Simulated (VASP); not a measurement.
A run of VASP 6.6.1:

File INCAR:

```
SYSTEM = HfBr
  PREC = Accurate
  ENCUT = 520
  EDIFF = 1E-7
  ISMEAR = 0
  SIGMA = 0.1
  LREAL = .False.
  LASPH = .True.
  NELM = 60
  ALGO = Normal
  ISIF = 2
  LWAVE = .False.
  LCHARG = .False.
  GGA = PE
  NBANDS = 44
```

File KPOINTS:

```
Automatic mesh
0
Gamma
  8 8 8
  0 0 0
```

The input POSCAR:

```
HfBr
1.0
    5.6213198246      0.0000000000      0.0000000000
    0.0000000000      5.6213198246      0.0000000000
    0.0000000000      0.0000000000      5.6213198246
Hf Br
4 4
Direct
    0.1632809688      0.1632809688      0.1632809688
    0.3367190312      0.8367190312      0.6632809688
    0.6632809688      0.3367190312      0.8367190312
    0.8367190312      0.6632809688      0.3367190312
    0.8923470533      0.8923470533      0.8923470533
    0.6076529467      0.1076529467      0.3923470533
    0.3923470533      0.6076529467      0.1076529467
    0.1076529467      0.3923470533      0.6076529467
```

Potentials or basis: VASP PAW PBE potentials, release 64 (Hf_pv, Br).

Run with:

```sh
$ cat potpaw_PBE.64/Hf_pv/POTCAR potpaw_PBE.64/Br/POTCAR > POTCAR
$ mpirun -np 1 vasp_std > vasp.out
```

Hardware: 1 thread of Intel(R) Xeon(R) 6975P-C (Granite Rapids), with other jobs on the host.

**Question.** How long does it take, and how much memory?

**Answer.** Run time: 2.3 min on 1 thread of Intel(R) Xeon(R) 6975P-C (Granite Rapids), on a shared host, peak memory 0.43 GiB. Counts: scf iterations 15, k points 45.
